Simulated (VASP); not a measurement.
Set up this calculation in VASP 6.6.1, as the native input.

```yaml
Task: single point
Functional: LDA
Potentials_or_basis: VASP PAW LDA potentials, release 64 (Mg, O)
Cutoff: 520 eV
k_mesh: 4 × 4 × 4
Occupations: gaussian, width 0.05 eV
Spin: no spin polarisation
Dipole_correction: no
Further_INCAR_settings: ALGO = Normal; EDIFF = 1e-06; NBANDS = 36
```

The structure of MgO lies in POSCAR:

```
MgO
1.0
    5.5230736673      0.0000000000      0.0000000000
    0.0000000000      5.5230736673      0.0000000000
    0.0000000000      0.0000000000      5.5230736673
Mg O
6 6
Direct
    0.2500000000      0.0029241401      0.5000000000
    0.0000000000      0.4970758599      0.2500000000
    0.5000000000      0.7500000000      0.0000000000
    0.7500000000      0.0029241401      0.5000000000
    0.0000000000      0.4970758599      0.7500000000
    0.5000000000      0.2500000000      0.0000000000
    0.2500000000      0.5341866328      0.0000000000
    0.5000000000     -0.0341866328      0.2500000000
    0.0000000000      0.7500000000      0.5000000000
    0.7500000000      0.5341866328      0.0000000000
    0.5000000000     -0.0341866328      0.7500000000
    0.0000000000      0.2500000000      0.5000000000
```

This cell differs from its parent crystal: atoms displaced along a vibrational mode.

The input as run:

INCAR

```
SYSTEM = MgO
PREC = Accurate
ENCUT = 520
EDIFF = 1E-6
ISMEAR = 0
SIGMA = 0.05
LREAL = .FALSE.
LASPH = .TRUE.
NELM = 60
ALGO = Normal
ISIF = 2
LWAVE = .FALSE.
LCHARG = .TRUE.
GGA = CA
LELF = .TRUE.
LVHAR = .TRUE.
NBANDS = 36
```

KPOINTS

```
Automatic mesh
0
G
  4 4 4
  0 0 0
```

Potentials or basis: VASP PAW LDA potentials, release 64 (Mg, O).

Launch:

```sh
$ cat potpaw_LDA.64/Mg/POTCAR potpaw_LDA.64/O/POTCAR > POTCAR
$ mpirun -np 1 vasp_std > vasp.out
```

Results of the run:

```json
{"Pressure": "0.5 GPa", "Largest force": "2.802 eV/Å", "Band gap on the k mesh": "2.61 eV"}
```

Caveat: the cell differs from its parent crystal (atoms displaced along a vibrational mode); forces of over 1 eV/Å act on the atoms, so gaps and moduli don't describe the material at rest.

It took 2.8 min on 1 thread of Intel Xeon 8259CL, on a shared host, peak memory 0.25 GiB.
